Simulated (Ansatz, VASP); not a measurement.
**One calculation of ScZn, two programs**

```
Sc Zn
1.0
     3.35000    0.00000    0.00000
     0.00000    3.35000    0.00000
     0.00000    0.00000    3.35000
Sc Zn
1 1
Direct
  0.00000 0.00000 0.00000
  0.50000 0.50000 0.50000
```

Alike in both runs: task single point; functional LDA; k mesh 6 × 6 × 6; occupations gaussian, width 0.1 eV; no spin polarisation.

```csv
,VASP,Ansatz
version,VASP 6.6.1,Ansatz 0.2.0
potentials or method,"VASP PAW LDA potentials, release 64 (Sc_sv, Zn), cutoff 500 eV","scalar-relativistic, plane waves, PAW"
valence electrons in the cell,23,23
```

Ansatz gave:

| Quantity | Value |
| --- | --- |
| gap on the k mesh at the Fermi level (eV) | none |
| pressure (GPa) | -6.6 |

Q: Which values does VASP return?

A: gap on the k mesh at the Fermi level (eV): none; pressure (GPa): -6.4.

LDA's correlation is that of Perdew and Zunger in VASP and of Perdew and Wang (1992) in Ansatz. A gap of «none» marks a metal or a gap that the smearing closes.
